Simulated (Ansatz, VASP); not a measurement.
One calculation of K3Zr2S, two programs

```
K Zr S
1.0
     5.77019    0.00000    0.00000
    -2.88510    4.99713    0.00000
     0.00000    0.00000    6.57171
K Zr S
3 2 1
Cartesian
  2.8851 0.0000 0.0000
  -1.4425 2.4986 0.0000
  1.4425 2.4986 0.0000
  0.0000 3.3314 3.2858
  2.8851 1.6657 3.2859
  0.0000 0.0000 3.2859
```

Alike in both runs: functional PBE; k mesh 3 × 3 × 4; occupations gaussian, width 0.1 eV; no spin polarisation.

Ansatz relaxed the structure, and its values are those at the end. VASP's run is a single point on that final structure, the one shown.

|  | VASP | Ansatz |
| --- | --- | --- |
| version | VASP 6.6.1 | Ansatz 0.2.0 |
| potentials or method | VASP PAW PBE potentials, release 64 (K_sv, Zr_sv, S), cutoff 520 eV | scalar-relativistic, plane waves, PAW |
| valence electrons in the cell | 57 | 57 |

|  | VASP | Ansatz | Ansatz less VASP |
| --- | --- | --- | --- |
| gap on the k mesh at the Fermi level (eV) | none | none | - |
| pressure (GPa) | 0.1 | 0.1 | -0.06 |

A gap of «none» marks a metal or a gap that the smearing closes.

The k mesh is coarse, so the values compare programs but aren't converged.
